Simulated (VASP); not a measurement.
# LiCl (Fm-3m) in VASP: notebook

Runs on LiCl. Level: r2SCAN. Tasks: single point, relaxation of cell and atoms.

Program: VASP 6.6.1. These are calculated values, not measurements. Logs are shortened: lines on timing, memory, paths and dates and some standing lists are left out, and cuts for length are marked.

### Step 1. The cell of the first run

Symmetry: Fm-3m, No. 225, cubic system. The conventional cell has a = 5.112 Å, b = 5.112 Å, c = 5.112 Å, α = 90.00°, β = 90.00°, γ = 90.00°. Within 3.4 Å of Li (site symmetry m-3m) lie 6 Cl at 2.56 Å. Within 3.4 Å of Cl (site symmetry m-3m) lie 6 Li at 2.56 Å.

### Step 2. Single point, r2SCAN

Input file POSCAR:

```
LiCl
1.0
    0.0000000000      2.5562025352      2.5562025352
    2.5562025352      0.0000000000      2.5562025352
    2.5562025352      2.5562025352      0.0000000000
Li Cl
1 1
Direct
    0.0000000000      0.0000000000      0.0000000000
    0.5000000000      0.5000000000      0.5000000000
```

Input file INCAR.step1:

```
PREC = Accurate
ENCUT = 520
ISMEAR = 0
SIGMA = 0.02
LREAL = F
LASPH = T
NELM = 100
NBANDS = 12
GGA = PE
ALGO = Normal
EDIFF = 1E-4
LWAVE = T
LCHARG = F
```

Input file INCAR.step2:

```
PREC = Accurate
ENCUT = 520
EDIFF = 1E-6
ISMEAR = 0
SIGMA = 0.02
LREAL = F
LASPH = T
NELM = 100
ALGO = Normal
ISIF = 2
LWAVE = F
LCHARG = F
METAGGA = R2SCAN
LMIXTAU = T
NBANDS = 12
ISTART = 1
```

Input file KPOINTS:

```
Automatic mesh
0
Gamma
  8 8 8
```

Potentials or basis: VASP PAW PBE potentials, release 64 (Li_sv, Cl).

The run is started by

```
$ cat potpaw_PBE.64/Li_sv/POTCAR potpaw_PBE.64/Cl/POTCAR > POTCAR
$ cp INCAR.step1 INCAR
$ mpirun -np 1 vasp_std > vasp.out
$ cp INCAR.step2 INCAR
$ mpirun -np 1 vasp_std > vasp.out
```

OUTCAR:

```text
PREC = Accurate
   ENCUT = 520
   EDIFF = 1E-6
   ISMEAR = 0
   LREAL = F
   LASPH = T
   NELM = 100
   ISIF = 2
   METAGGA = R2SCAN
   ISTART = 1

 ion  position               nearest neighbor table
   1  0.000  0.000  0.000-   2 2.56   2 2.56   2 2.56   2 2.56   2 2.56   2 2.56
   2  0.500  0.500  0.500-   1 2.56   1 2.56   1 2.56   1 2.56   1 2.56   1 2.56

  LATTYP: Found a face centered cubic cell.
 ALAT       =     5.1124050704

  Lattice vectors:

 A1 = (   0.0000000000,   2.5562025352,   2.5562025352)
 A2 = (   2.5562025352,   0.0000000000,   2.5562025352)
 A3 = (   2.5562025352,   2.5562025352,   0.0000000000)

Analysis of symmetry for initial positions (statically):
=====================================================================
 Subroutine PRICEL returns:
 Original cell was already a primitive cell.

 Routine SETGRP: Setting up the symmetry group for a
 face centered cubic supercell.

 Subroutine GETGRP returns: Found 48 space group operations
 (whereof 48 operations were pure point group operations)
 out of a pool of 48 trial point group operations.

The static configuration has the point symmetry O_h .

Analysis of symmetry for dynamics (positions and initial velocities):
=====================================================================
 Subroutine PRICEL returns:
 Original cell was already a primitive cell.

 Routine SETGRP: Setting up the symmetry group for a
 face centered cubic supercell.

 Subroutine GETGRP returns: Found 48 space group operations
 (whereof 48 operations were pure point group operations)
 out of a pool of 48 trial point group operations.

The dynamic configuration has the point symmetry O_h .

 Subroutine INISYM returns: Found 48 space group operations
 (whereof 48 operations are pure point group operations),
 and found     1 'primitive' translations

----------------------------------------------------------------------------------------

                                     Primitive cell

  volume of cell :      33.4053

  direct lattice vectors                    reciprocal lattice vectors
     0.000000000  2.556202535  2.556202535    -0.195602654  0.195602654  0.195602654
     2.556202535  0.000000000  2.556202535     0.195602654 -0.195602654  0.195602654
     2.556202535  2.556202535  0.000000000     0.195602654  0.195602654 -0.195602654

  length of vectors
     3.615016293  3.615016293  3.615016293     0.338793735  0.338793735  0.338793735

  position of ions in fractional coordinates (direct lattice)
     0.000000000  0.000000000  0.000000000
     0.500000000  0.500000000  0.500000000

  ion indices of the primitive-cell ions
   primitive index   ion index
                 1           1
                 2           2

----------------------------------------------------------------------------------------

 KPOINTS: Automatic mesh

Automatic generation of k-mesh.
 Grid dimensions read from file:
 generate k-points for:    8    8    8

 Generating k-lattice:

  Cartesian coordinates                     Fractional coordinates (reciprocal lattice)
    -0.024450332  0.024450332  0.024450332     0.125000000  0.000000000  0.000000000
     0.024450332 -0.024450332  0.024450332     0.000000000  0.125000000  0.000000000
     0.024450332  0.024450332 -0.024450332     0.000000000  0.000000000  0.125000000

  Length of vectors
     0.042349217  0.042349217  0.042349217

  Shift w.r.t. Gamma in fractional coordinates (k-lattice)
     0.000000000  0.000000000  0.000000000

 Subroutine IBZKPT returns following result:
 ===========================================

 Found     29 irreducible k-points:

 Following reciprocal coordinates:
            Coordinates               Weight
  0.000000  0.000000  0.000000      1.000000
  0.125000  0.000000  0.000000      8.000000
  0.250000  0.000000  0.000000      8.000000
  0.375000  0.000000  0.000000      8.000000
  0.500000  0.000000  0.000000      4.000000
  0.125000  0.125000  0.000000      6.000000
[... 16 lines left out ...]
  0.500000  0.250000  0.125000     48.000000
 -0.375000  0.250000  0.125000     24.000000
 [... further k-points ...]
   k-points           NKPTS =     29   k-points in BZ     NKDIM =     29   number of bands    NBANDS=     12
   number of dos      NEDOS =    301   number of ions     NIONS =      2
   total plane-waves  NPLWV =  21952
   dimension x,y,z NGX =    28 NGY =   28 NGZ =   28
   dimension x,y,z NGXF=    56 NGYF=   56 NGZF=   56
   ions per type =               1   1
   NGX,Y,Z   is equivalent  to a cutoff of  12.88, 12.88, 12.88 a.u.
   NGXF,Y,Z  is equivalent  to a cutoff of  25.75, 25.75, 25.75 a.u.
 SYSTEM =  unknown system
   PREC   = accura    normal or accurate (medium, high low for compatibility)
   ISTART =      1    job   : 0-new  1-cont  2-samecut
   ICHARG =      0    charge: 1-file 2-atom 10-const
   ISPIN  =      1    spin polarized calculation?
   LNONCOLLINEAR =      F non collinear calculations
   LSORBIT =      F    spin-orbit coupling
   LASPH  =      T    aspherical Exc in radial PAW
   ENCUT  =  520.0 eV  38.22 Ry    6.18 a.u.   6.72  6.72  6.72*2*pi/ulx,y,z
   NELM   =    100;   NELMIN=  2; NELMDL=  0     # of ELM steps
   EDIFF  = 0.1E-05   stopping-criterion for ELM
   LREAL  =      F    real-space projection
   EDIFFG = 0.1E-04   stopping-criterion for IOM
   NSW    =      0    number of steps for IOM
   IBRION =     -1    ionic relax: 0-MD 1-quasi-New 2-CG
   NFREE  =      0    steps in history (QN), initial steepest desc. (CG)
   ISIF   =      2    stress and relaxation
   ISYM   =      2    0-nonsym 1-usesym 2-fastsym
   POTIM  = 0.5000    time-step for ionic-motion
   TEBEG  =    0.0;   TEEND  =   0.0 temperature during run
   PSTRESS=    0.0 pullay stress
   NELECT =      10.0000    total number of electrons
   NUPDOWN=      -1.0000    fix difference up-down
   EMIN   =  10.00;   EMAX   =-10.00  energy-range for DOS
   EFERMI =   0.00;   METHOD = LEGACY
   ISMEAR =     0;   SIGMA  =   0.02  broadening in eV -4-tet -1-fermi 0-gaus
   EFERMI_NEDOS =   21; number of points for ismear=-14 and -15
   IALGO  =     38    algorithm
   IMIX   =      4    mixing-type and parameters
     AMIX     =   0.40;   BMIX     =  1.00
     AMIX_MAG =   1.60;   BMIX_MAG =  1.00
  volume/ion in A,a.u.               =      16.70       112.72
  Fermi-wavevector in a.u.,A,eV,Ry     =   1.095140  2.069514 16.317892  1.199331
  Thomas-Fermi vector in A             =   2.231458
   LORBIT       =      0    0 simple, 1 ext, 2 COOP (PROOUT), +10 PAW based schemes
   METAGGA = R2SCAN    functional components
   LHFCALC =     F    Hartree Fock is set to
   AEXX    =    0.0000 exact exchange contribution
   IVDW    =     0    specifies the selected vdW correction
   LEPSILON=     F    determine dielectric tensor
   LRPA    =     F    only Hartree local field effects (RPA)
 non-spin polarized calculation
 Gauss-broadening in eV      SIGMA  =   0.02
  energy-cutoff  :      520.00
  volume of cell :       33.41
 maximum number of plane-waves:       934
   NGX = 13   NGY = 13   NGZ = 13

 number of electron      10.0000003 magnetization

 Free energy of the ion-electron system (eV)
  ---------------------------------------------------
  ext. energy  EPLUGINS =         0.00000000
  ---------------------------------------------------
  free energy    TOTEN  =       -12.58807981 eV

  energy without entropy =      -12.58807981  energy(sigma->0) =      -12.58807981

 E-fermi :   0.3778     XC(G=0):  -9.2100

 val. band max:        0.2648198837   @ k =   0.0000   0.0000   0.0000
 cond. band min:       7.6238921787   @ k =   0.0000   0.0000   0.0000
 fundamental gap:      7.3590722951
 Fermi energy:         0.3778195257

 k-point     1 :       0.0000    0.0000    0.0000
  band No.  band energies     occupation
      1     -44.5335      2.00000
      2     -13.7552      2.00000
      3       0.2648      2.00000
      4       0.2648      2.00000
      5       0.2648      2.00000
      6       7.6239      0.00000
      7      12.9353      0.00000
      8      12.9353      0.00000
      9      12.9354      0.00000
     10      15.6716      0.00000
     11      15.6716      0.00000
     12      16.1876      0.00000

 k-point     2 :       0.1250    0.0000    0.0000
  band No.  band energies     occupation
      1     -44.5332      2.00000
      2     -13.6761      2.00000
      3      -0.2619      2.00000
      4       0.2202      2.00000
      5       0.2202      2.00000
      6       8.0727      0.00000
      7      12.2036      0.00000
      8      12.9150      0.00000
      9      12.9151      0.00000
     10      14.2686      0.00000
     11      14.2688      0.00000
     12      16.6126      0.00000

 k-point     3 :       0.2500    0.0000    0.0000
  band No.  band energies     occupation
      1     -44.5321      2.00000
      2     -13.4745      2.00000
      3      -1.3384      2.00000
      4       0.1186      2.00000
      5       0.1186      2.00000
      6       8.4032      0.00000
      7      11.8161      0.00000
      8      11.8165      0.00000
      9      12.1948      0.00000
     10      15.0648      0.00000
     11      15.0648      0.00000
     12      17.1777      0.00000

 k-point     4 :       0.3750    0.0000    0.0000
  band No.  band energies     occupation
      1     -44.5312      2.00000
      2     -13.2556      2.00000
      3      -2.2622      2.00000
      4       0.0239      2.00000
      5       0.0239      2.00000
      6       8.0250      0.00000
      7      10.8997      0.00000
      8      10.9001      0.00000
      9      13.6245      0.00000
     10      16.8994      0.00000
     11      16.8994      0.00000
     12      17.8331      0.00000

 k-point     5 :       0.5000    0.0000    0.0000
  band No.  band energies     occupation
      1     -44.5307      2.00000
      2     -13.1590      2.00000
      3      -2.6181      2.00000
      4      -0.0134      2.00000
      5      -0.0133      2.00000
      6       7.8121      0.00000
      7      10.5818      0.00000
      8      10.5822      0.00000
      9      14.5827      0.00000
     10      18.3349      0.00000
     11      18.3350      0.00000
     12      18.4585      0.00000
[... 228 lines left out ...]
      1     -44.5301      2.00000
      2     -12.9003      2.00000
      3      -2.7159      2.00000
      4      -0.8782      2.00000
      5      -0.8782      2.00000
      6       9.0557      0.00000
      7       9.1776      0.00000
      8      13.9291      0.00000
      9      15.7648      0.00000
     10      15.7652      0.00000
     11      18.1319      0.00000
     12      19.8178      0.00000

 k-point    22 :       0.3750    0.2500    0.1250
  band No.  band energies     occupation
      1     -44.5315      2.00000
      2     -13.3090      2.00000
      3      -1.5527      2.00000
      4      -0.6259      2.00000
      5      -0.0874      2.00000
      6       9.6899      0.00000
      7      10.7970      0.00000
      8      10.8157      0.00000
      9      12.9656      0.00000
     10      14.3126      0.00000
     11      17.6637      0.00000
     12      18.6826      0.00000

 k-point    23 :       0.5000    0.2500    0.1250
  band No.  band energies     occupation
      1     -44.5306      2.00000
      2     -13.1203      2.00000
      3      -2.1017      2.00000
      4      -0.9805      2.00000
      5      -0.2489      2.00000
      6       9.5164      0.00000
      7      10.5033      0.00000
      8      11.4943      0.00000
      9      12.6779      0.00000
     10      15.7449      0.00000
     11      18.8684      0.00000
     12      19.3687      0.00000

 k-point    24 :      -0.3750    0.2500    0.1250
  band No.  band energies     occupation
      1     -44.5303      2.00000
      2     -13.0379      2.00000
      3      -2.3442      2.00000
      4      -1.0777      2.00000
      5      -0.3402      2.00000
      6       9.3074      0.00000
      7      10.4464      0.00000
      8      11.7206      0.00000
      9      13.0859      0.00000
     10      16.8132      0.00000
     11      17.6681      0.00000
     12      19.5247      0.00000

 [... further k-points ...]
[... 5 lines left out ...]
  --------------------------------------------------------------------------------------
  -------------------------------------------------------------------------------------
  Total       -0.1003417     -0.1003417     -0.1003417      0.0000000      0.0000000      0.0000000
  in kB       -4.8125624     -4.8125624     -4.8125624      0.0000000      0.0000000      0.0000000
  external PRESSURE =      -4.8125624 kB  Pullay stress =       0.0000000 kB

 VOLUME and BASIS-vectors are now :
 -----------------------------------------------------------------------------
  energy-cutoff  :      520.00
  volume of cell :       33.41
      direct lattice vectors                 reciprocal lattice vectors
     0.000000000  2.556202535  2.556202535    -0.195602654  0.195602654  0.195602654
     2.556202535  0.000000000  2.556202535     0.195602654 -0.195602654  0.195602654
     2.556202535  2.556202535  0.000000000     0.195602654  0.195602654 -0.195602654

 POSITION                                       TOTAL-FORCE (eV/Angst)
 -----------------------------------------------------------------------------------
      0.00000      0.00000      0.00000         0.000000     -0.000000     -0.000000
      2.55620      2.55620      2.55620        -0.000000      0.000000      0.000000
 -----------------------------------------------------------------------------------
    total drift:                                0.000000      0.000000      0.000000

  FREE ENERGIE OF THE ION-ELECTRON SYSTEM (eV)
  ---------------------------------------------------
  free  energy   TOTEN  =       -12.5880798104 eV

  energy  without entropy=      -12.5880798104  energy(sigma->0) =      -12.58807981
```

It took 30 s on 1 thread of Intel Xeon Platinum 8559C (Emerald Rapids), shared host; peak memory 0.15 GiB.

What came out:

| Quantity | Value |
| --- | --- |
| Free energy | -12.5881 eV |
| Band gap on the k mesh | 7.36 eV, direct |

Levels at points of the mesh, in eV from the valence-band top:
| k point | band 2 | band 3 | band 4 | band 5 | band 6 | band 7 | band 8 | band 9 |
| --- | --- | --- | --- | --- | --- | --- | --- | --- |
| (0.00, 0.00, 0.00) | -14.02 | 0.00 | 0.00 | 0.00 | 7.36 | 12.67 | 12.67 | 12.67 |
| (0.50, 0.00, 0.00) | -13.42 | -2.88 | -0.28 | -0.28 | 7.55 | 10.32 | 10.32 | 14.32 |
| (0.50, 0.50, 0.00) | -13.17 | -2.98 | -1.14 | -1.14 | 8.79 | 8.91 | 13.66 | 15.50 |

Caveat: the cutoff is under 1.25 times the usual one of these potentials, so pressure, stress and relaxed cells hold a basis-set (Pulay) error; the PAW data sets were made with another functional, which shifts forces and pressure a little.

### Step 3. Relaxation of cell and atoms, r2SCAN

This run uses another cell than the first one, of 16.87 Å³/atom, 1.010 times its volume.

Input file POSCAR:

```
LiCl
1.0
    0.0000000000      2.5647700000      2.5647700000
    2.5647700000      0.0000000000      2.5647700000
    2.5647700000      2.5647700000      0.0000000000
Li Cl
1 1
Direct
    0.0000000000      0.0000000000      0.0000000000
    0.5000000000      0.5000000000      0.5000000000
```

Input file INCAR.step1:

```
SYSTEM = LiCl
PREC = Accurate ; ENCUT = 600
ISMEAR = 0 ; SIGMA = 0.02
LREAL = .False. ; LASPH = .True.
NELM = 60 ; GGA = PE
ALGO = Normal ; EDIFF = 1E-4
LWAVE = .True. ; LCHARG = .False.
```

Input file INCAR.step2:

```
SYSTEM = LiCl
PREC = Accurate ; ENCUT = 600
EDIFF = 1E-7 ; ISMEAR = 0
SIGMA = 0.02 ; LREAL = .False.
LASPH = .True. ; NELM = 60
ALGO = Normal ; ISIF = 3
LWAVE = .False. ; LCHARG = .False.
METAGGA = R2SCAN ; LMIXTAU = .True.
IBRION = 2 ; NSW = 100
EDIFFG = -0.005 ; ISTART = 1
```

Input file KPOINTS:

```
Automatic mesh
0
Gamma
  8 8 8
  0 0 0
```

Potentials or basis: VASP PAW PBE potentials, release 64 (Li_sv, Cl).

The run is started by

```
$ cat potpaw_PBE.64/Li_sv/POTCAR potpaw_PBE.64/Cl/POTCAR > POTCAR
$ cp INCAR.step1 INCAR
$ mpirun -np 1 vasp_std > vasp.out
$ cp INCAR.step2 INCAR
$ mpirun -np 1 vasp_std > vasp.out
```

It took 1.9 min on 1 thread of Intel Xeon Platinum 8559C (Emerald Rapids), shared host; peak memory 0.17 GiB.

Results (log left out):

```yaml
Free_energy: -12.5908 eV
Relaxed_volume: 16.46 Å³/atom
Relaxed_cell: a = 3.597 Å, b = 3.597 Å, c = 3.597 Å, α = 60.00°, β = 60.00°, γ = 60.00°
Space_group_after_relaxing_to_0.05_Å: Fm-3m (No. 225)
Energy_gained_by_relaxing: 1.4 meV/atom
Ionic_steps: 5
Pressure_after_relaxing: 0.0 GPa
Band_gap_on_the_k_mesh: 7.46 eV, direct
```

Step by step:
| step | energy change (eV) | largest force (eV/Å) | pressure (GPa) | volume (Å³) |
| --- | --- | --- | --- | --- |
| 1 | 0.0000 | 0.0000 | -0.87 | 33.74 |
| 2 | -0.0021 | 0.0000 | -0.43 | 33.30 |
| 3 | -0.0025 | 0.0000 | -0.26 | 33.14 |
| 4 | -0.0028 | 0.0000 | 0.10 | 32.83 |
| 5 | -0.0028 | 0.0000 | 0.00 | 32.92 |

Final structure:
```yaml
crystal:
  lattice:
    - [0.00000, 2.54365, 2.54365]
    - [2.54365, 0.00000, 2.54365]
    - [2.54365, 2.54365, 0.00000]
  atoms:
    - { symbol: Li, position: [0.00000, 0.00000, 0.00000] }
    - { symbol: Cl, position: [0.50000, 0.50000, 0.50000] }
```

Levels at points of the mesh, in eV from the valence-band top:
```tsv
k point	band 2	band 3	band 4	band 5	band 6	band 7	band 8	band 9
(0.00, 0.00, 0.00)	-14.07	0.00	0.00	0.00	7.46	12.68	12.68	12.68
(0.50, 0.00, 0.00)	-13.46	-2.94	-0.29	-0.29	7.56	10.32	10.32	14.49
(0.50, 0.50, 0.00)	-13.19	-3.05	-1.17	-1.17	8.83	8.89	13.80	15.62
```

Caveat: the cutoff is under 1.25 times the usual one of these potentials, so pressure, stress and relaxed cells hold a basis-set (Pulay) error; the PAW data sets were made with another functional, which shifts forces and pressure a little.

(Continued in part 2 of 3.)
